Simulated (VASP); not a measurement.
# TaTe (Pm-3m) in VASP: notebook

TaTe is run at these levels: HSE06; tasks: single point.

Everything below comes from runs of VASP 6.6.1. Logs are shortened: lines on timing, memory, paths and dates and some standing lists are left out, and cuts for length are marked.

### 1 The cell of the first run

The structure is cubic, space group Pm-3m (No. 221). The conventional cell has a = 3.487 Å, b = 3.487 Å, c = 3.487 Å, α = 90.00°, β = 90.00°, γ = 90.00°. Within 4.0 Å of Ta (site symmetry m-3m) lie 8 Te at 3.02 Å and 6 Ta at 3.49 Å. Te (site symmetry m-3m) has 8 Ta at 3.02 Å and 6 Te at 3.49 Å within 4.0 Å.

### 2 Single point, HSE06

POSCAR reads:

```
TaTe
1.0
    3.4871676178      0.0000000000      0.0000000000
    0.0000000000      3.4871676178      0.0000000000
    0.0000000000      0.0000000000      3.4871676178
Ta Te
1 1
Direct
    0.5000000000      0.5000000000      0.5000000000
    0.0000000000      0.0000000000      0.0000000000
```

INCAR.step1 reads:

```
SYSTEM = TaTe
ALGO = Normal
EDIFF = 1E-5
ENCUT = 520
GGA = PE
ISIF = 2
ISMEAR = -1
LASPH = .TRUE.
LCHARG = .FALSE.
LREAL = .FALSE.
LWAVE = .TRUE.
NBANDS = 16
NELM = 80
PREC = Accurate
SIGMA = 0.05
```

INCAR.step2 reads:

```
SYSTEM = TaTe
ALGO = Normal
EDIFF = 1E-6
ENCUT = 520
GGA = PE
HFSCREEN = 0.2079
ISIF = 2
ISMEAR = -1
ISTART = 1
LASPH = .TRUE.
LCHARG = .FALSE.
LHFCALC = .TRUE.
LREAL = .FALSE.
LWAVE = .FALSE.
NBANDS = 16
NELM = 80
PREC = Accurate
PRECFOCK = Normal
SIGMA = 0.05
```

KPOINTS reads:

```
k-points
0
G
  4 4 4
  0 0 0
```

Potentials or basis: VASP PAW PBE potentials, release 64 (Ta_pv, Te).

On the command line:

```bash
$ cat potpaw_PBE.64/Ta_pv/POTCAR potpaw_PBE.64/Te/POTCAR > POTCAR
$ cp INCAR.step1 INCAR
$ mpirun -np 1 vasp_std > vasp.out
$ cp INCAR.step2 INCAR
$ mpirun -np 1 vasp_std > vasp.out
```

OUTCAR:

```text
SYSTEM = TaTe
   EDIFF = 1E-6
   ENCUT = 520
   GGA = PE
   HFSCREEN = 0.2079
   ISIF = 2
   ISMEAR = -1
   ISTART = 1
   LASPH = .TRUE.
   LHFCALC = .TRUE.
   LREAL = .FALSE.
   NELM = 80
   PREC = Accurate
   PRECFOCK = Normal

 ion  position               nearest neighbor table
   1  0.500  0.500  0.500-   2 3.02   2 3.02   2 3.02   2 3.02   2 3.02   2 3.02   2 3.02   2 3.02

   2  0.000  0.000  0.000-   1 3.02   1 3.02   1 3.02   1 3.02   1 3.02   1 3.02   1 3.02   1 3.02

  LATTYP: Found a simple cubic cell.
 ALAT       =     3.4871676178

  Lattice vectors:

 A1 = (   3.4871676178,   0.0000000000,   0.0000000000)
 A2 = (   0.0000000000,   3.4871676178,   0.0000000000)
 A3 = (   0.0000000000,   0.0000000000,   3.4871676178)

Analysis of symmetry for initial positions (statically):
=====================================================================
 Subroutine PRICEL returns:
 Original cell was already a primitive cell.

 Routine SETGRP: Setting up the symmetry group for a
 simple cubic supercell.

 Subroutine GETGRP returns: Found 48 space group operations
 (whereof 48 operations were pure point group operations)
 out of a pool of 48 trial point group operations.

The static configuration has the point symmetry O_h .

Analysis of symmetry for dynamics (positions and initial velocities):
=====================================================================
 Subroutine PRICEL returns:
 Original cell was already a primitive cell.

 Routine SETGRP: Setting up the symmetry group for a
 simple cubic supercell.

 Subroutine GETGRP returns: Found 48 space group operations
 (whereof 48 operations were pure point group operations)
 out of a pool of 48 trial point group operations.

The dynamic configuration has the point symmetry O_h .

 Subroutine INISYM returns: Found 48 space group operations
 (whereof 48 operations are pure point group operations),
 and found     1 'primitive' translations

----------------------------------------------------------------------------------------

                                     Primitive cell

  volume of cell :      42.4051

  direct lattice vectors                    reciprocal lattice vectors
     3.487167618  0.000000000  0.000000000     0.286765682  0.000000000  0.000000000
     0.000000000  3.487167618  0.000000000     0.000000000  0.286765682  0.000000000
     0.000000000  0.000000000  3.487167618     0.000000000  0.000000000  0.286765682

  length of vectors
     3.487167618  3.487167618  3.487167618     0.286765682  0.286765682  0.286765682

  position of ions in fractional coordinates (direct lattice)
     0.500000000  0.500000000  0.500000000
     0.000000000  0.000000000  0.000000000

  ion indices of the primitive-cell ions
   primitive index   ion index
                 1           1
                 2           2

----------------------------------------------------------------------------------------

 KPOINTS: k-points

Automatic generation of k-mesh.
 Grid dimensions read from file:
 generate k-points for:    4    4    4

 Generating k-lattice:

  Cartesian coordinates                     Fractional coordinates (reciprocal lattice)
     0.071691420  0.000000000  0.000000000     0.250000000  0.000000000  0.000000000
     0.000000000  0.071691420  0.000000000     0.000000000  0.250000000  0.000000000
     0.000000000  0.000000000  0.071691420     0.000000000  0.000000000  0.250000000

  Length of vectors
     0.071691420  0.071691420  0.071691420

  Shift w.r.t. Gamma in fractional coordinates (k-lattice)
     0.000000000  0.000000000  0.000000000

 Subroutine IBZKPT returns following result:
 ===========================================

 Found     10 irreducible k-points:

 Following reciprocal coordinates:
            Coordinates               Weight
  0.000000  0.000000  0.000000      1.000000
  0.250000  0.000000  0.000000      6.000000
  0.500000  0.000000  0.000000      3.000000
  0.250000  0.250000  0.000000     12.000000
  0.500000  0.250000  0.000000     12.000000
  0.500000  0.500000  0.000000      3.000000
  0.250000  0.250000  0.250000      8.000000
  0.500000  0.250000  0.250000     12.000000
  0.500000  0.500000  0.250000      6.000000
  0.500000  0.500000  0.500000      1.000000
   k-points           NKPTS =     10   k-points in BZ     NKDIM =     64   number of bands    NBANDS=     16
   number of dos      NEDOS =    301   number of ions     NIONS =      2
   total plane-waves  NPLWV =  21952
   dimension x,y,z NGX =    28 NGY =   28 NGZ =   28
   dimension x,y,z NGXF=    56 NGYF=   56 NGZF=   56
   ions per type =               1   1
   NGX,Y,Z   is equivalent  to a cutoff of  13.35, 13.35, 13.35 a.u.
   NGXF,Y,Z  is equivalent  to a cutoff of  26.70, 26.70, 26.70 a.u.
 SYSTEM =  TaTe
   PREC   = accura    normal or accurate (medium, high low for compatibility)
   ISTART =      1    job   : 0-new  1-cont  2-samecut
   ICHARG =      0    charge: 1-file 2-atom 10-const
   ISPIN  =      1    spin polarized calculation?
   LNONCOLLINEAR =      F non collinear calculations
   LSORBIT =      F    spin-orbit coupling
   LASPH  =      T    aspherical Exc in radial PAW
   ENCUT  =  520.0 eV  38.22 Ry    6.18 a.u.   6.48  6.48  6.48*2*pi/ulx,y,z
   NELM   =     80;   NELMIN=  2; NELMDL=  0     # of ELM steps
   EDIFF  = 0.1E-05   stopping-criterion for ELM
   LREAL  =      F    real-space projection
   EDIFFG = 0.1E-04   stopping-criterion for IOM
   NSW    =      0    number of steps for IOM
   IBRION =     -1    ionic relax: 0-MD 1-quasi-New 2-CG
   NFREE  =      0    steps in history (QN), initial steepest desc. (CG)
   ISIF   =      2    stress and relaxation
   ISYM   =      3    0-nonsym 1-usesym 2-fastsym
   POTIM  = 0.5000    time-step for ionic-motion
   TEBEG  =    0.0;   TEEND  =   0.0 temperature during run
   PSTRESS=    0.0 pullay stress
   NELECT =      17.0000    total number of electrons
   NUPDOWN=      -1.0000    fix difference up-down
   EMIN   =  10.00;   EMAX   =-10.00  energy-range for DOS
   EFERMI =   0.00;   METHOD = LEGACY
   ISMEAR =    -1;   SIGMA  =   0.05  broadening in eV -4-tet -1-fermi 0-gaus
   EFERMI_NEDOS =   21; number of points for ismear=-14 and -15
   IALGO  =     38    algorithm
   IMIX   =      1    mixing-type and parameters
     AMIX     =   0.40;   BMIX     =  1.00
     AMIX_MAG =   1.60;   BMIX_MAG =  1.00
  volume/ion in A,a.u.               =      21.20       143.08
  Fermi-wavevector in a.u.,A,eV,Ry     =   1.207123  2.281132 19.825685  1.457147
  Thomas-Fermi vector in A             =   2.342770
   LORBIT       =      0    0 simple, 1 ext, 2 COOP (PROOUT), +10 PAW based schemes
   GGA     = PE    functional components
   LHFCALC =     T    Hartree Fock is set to
   PRECFOCK=normal    Normal, Fast or Accurate (Low or Medium for compatibility)
   ENCUT4O =  -1.0   cutoff for four orbital integrals eV
   NKREDX  =     1    reduce k-point grid by
   NKREDY  =     1    reduce k-point grid by
   NKREDZ  =     1    reduce k-point grid by
   AEXX    =    0.2500 exact exchange contribution
   HFSCREEN=    0.2079 screening length (either q_TF or 0.3 A-1)
   HFSCREENC=   0.2079 screening length for correlation (either q_TF or 0.3 A-1)
   ENCUTFOCK=  -1.0 apply spherical cutoff to Coloumb kernel
   IVDW    =     0    specifies the selected vdW correction
   LEPSILON=     F    determine dielectric tensor
   LRPA    =     F    only Hartree local field effects (RPA)
 non-spin polarized calculation
  energy-cutoff  :      520.00
  volume of cell :       42.41
 maximum number of plane-waves:      1189
 NGX is ok and might be reduce to    28
  NGX = 20; NGY = 20; NGZ = 20

 number of electron      16.9999996 magnetization

 Free energy of the ion-electron system (eV)
  ---------------------------------------------------
  ext. energy  EPLUGINS =         0.00000000
  ---------------------------------------------------
  free energy    TOTEN  =       -17.19556569 eV

  energy without entropy =      -17.19145264  energy(sigma->0) =      -17.19350917

 E-fermi :   9.2753     XC(G=0):  -9.5439

 val. band max:        9.1652735386   @ k =   0.5000   0.5000   0.0000
 cond. band min:       9.4829784124   @ k =   0.5000   0.5000   0.2500
 fundamental gap:      0.3177048738
 Fermi energy:         9.2752885032

 k-point     1 :       0.0000    0.0000    0.0000
  band No.  band energies     occupation
      1     -28.8638      2.00000
      2     -28.8638      2.00000
      3     -28.8638      2.00000
      4      -7.0797      2.00000
      5       5.7668      2.00000
      6       5.7668      2.00000
[... 8 lines left out ...]
     15      17.8554      0.00000
     16      22.0920      0.00000

 k-point     2 :       0.2500    0.0000    0.0000
  band No.  band energies     occupation
      1     -28.9400      2.00000
      2     -28.8542      2.00000
      3     -28.8542      2.00000
      4      -6.3028      2.00000
      5       2.2941      2.00000
      6       6.1314      2.00000
[... 8 lines left out ...]
     15      19.6760      0.00000
     16      19.6761      0.00000

 k-point     3 :       0.5000    0.0000    0.0000
  band No.  band energies     occupation
      1     -29.0160      2.00000
      2     -28.8448      2.00000
      3     -28.8448      2.00000
      4      -5.1002      2.00000
      5      -0.3990      2.00000
      6       5.6757      2.00000
[... 8 lines left out ...]
     15      16.2430      0.00000
     16      16.4052      0.00000

 k-point     4 :       0.2500    0.2500    0.0000
  band No.  band energies     occupation
      1     -28.9323      2.00000
      2     -28.9307      2.00000
      3     -28.8463      2.00000
      4      -5.6727      2.00000
      5       2.4363      2.00000
      6       3.4583      2.00000
[... 8 lines left out ...]
     15      18.3042      0.00000
     16      18.8307      0.00000

 k-point     5 :       0.5000    0.2500    0.0000
  band No.  band energies     occupation
      1     -29.0085      2.00000
      2     -28.9230      2.00000
      3     -28.8383      2.00000
      4      -4.7921      2.00000
      5       0.6388      2.00000
      6       3.9039      2.00000
[... 8 lines left out ...]
     15      18.5484      0.00000
     16      18.7216      0.00000

 k-point     6 :       0.5000    0.5000    0.0000
  band No.  band energies     occupation
      1     -29.0006      2.00000
      2     -29.0006      2.00000
      3     -28.8315      2.00000
      4      -4.4121      2.00000
      5       2.4563      2.00000
      6       2.4563      2.00000
[... 8 lines left out ...]
     15      17.4504      0.00000
     16      19.3286      0.00000

 k-point     7 :       0.2500    0.2500    0.2500
  band No.  band energies     occupation
      1     -28.9237      2.00000
      2     -28.9231      2.00000
      3     -28.9230      2.00000
      4      -5.1094      2.00000
      5       3.4003      2.00000
      6       3.4003      2.00000
[... 8 lines left out ...]
     15      17.7702      0.00000
     16      19.9310      0.00000

 k-point     8 :       0.5000    0.2500    0.2500
  band No.  band energies     occupation
      1     -29.0004      2.00000
      2     -28.9161      2.00000
      3     -28.9140      2.00000
      4      -4.3330      2.00000
      5       1.3220      2.00000
      6       3.2895      2.00000
[... 8 lines left out ...]
     15      16.3488      0.00000
     16      19.4349      0.00000

 k-point     9 :       0.5000    0.5000    0.2500
  band No.  band energies     occupation
      1     -28.9920      2.00000
      2     -28.9920      2.00000
      3     -28.9073      2.00000
      4      -3.7226      2.00000
      5       2.1060      2.00000
      6       2.1060      2.00000
[... 8 lines left out ...]
     15      16.2544      0.00000
     16      18.1813      0.00000

 k-point    10 :       0.5000    0.5000    0.5000
  band No.  band energies     occupation
      1     -28.9832      2.00000
      2     -28.9832      2.00000
      3     -28.9832      2.00000
      4      -2.6048      2.00000
      5       1.7863      2.00000
      6       1.7863      2.00000
[... 8 lines left out ...]
     15      14.7571      0.00000
     16      14.7571      0.00000

------------------------ aborting loop because EDIFF is reached ----------------------------------------

  FORCE on cell =-STRESS in cart. coord.  units (eV):
  Direction    XX          YY          ZZ          XY          YZ          ZX
  --------------------------------------------------------------------------------------
  -------------------------------------------------------------------------------------
  Total       -3.1976041     -3.1976041     -3.1976041      0.0000000      0.0000000     -0.0000000
  in kB     -120.8138736   -120.8138736   -120.8138736      0.0000000      0.0000000     -0.0000000
  external PRESSURE =    -120.8138736 kB  Pullay stress =       0.0000000 kB

 VOLUME and BASIS-vectors are now :
 -----------------------------------------------------------------------------
  energy-cutoff  :      520.00
  volume of cell :       42.41
      direct lattice vectors                 reciprocal lattice vectors
     3.487167618  0.000000000  0.000000000     0.286765682  0.000000000  0.000000000
     0.000000000  3.487167618  0.000000000     0.000000000  0.286765682  0.000000000
     0.000000000  0.000000000  3.487167618     0.000000000  0.000000000  0.286765682

 POSITION                                       TOTAL-FORCE (eV/Angst)
 -----------------------------------------------------------------------------------
      1.74358      1.74358      1.74358         0.000000      0.000000      0.000000
      0.00000      0.00000      0.00000         0.000000      0.000000      0.000000
 -----------------------------------------------------------------------------------
    total drift:                                0.000000      0.000000      0.000000

  FREE ENERGIE OF THE ION-ELECTRON SYSTEM (eV)
  ---------------------------------------------------
  free  energy   TOTEN  =       -17.1955656880 eV

  energy  without entropy=      -17.1914526435  energy(sigma->0) =      -17.19350917
```

It took 12 min on 1 thread of Intel Xeon 8259CL, shared host; peak memory 0.25 GiB.

Results:

```
Free energy            : -17.1956 eV
Pressure               : -12.1 GPa
Band gap on the k mesh : zero (an odd number of electrons rules out a gap without spin polarisation)
```

Caveat: the k points lie up to 0.45 Å⁻¹ apart, too coarse for converged energies and pressures of a metal; the PAW data sets were made with another functional, which shifts forces and pressure a little; spin-orbit coupling is left out, which moves the levels of the heavy elements.

(Part 1 of 2 ends here.)

The gap in the log of VASP goes by the Fermi energy; the results here count the filled bands.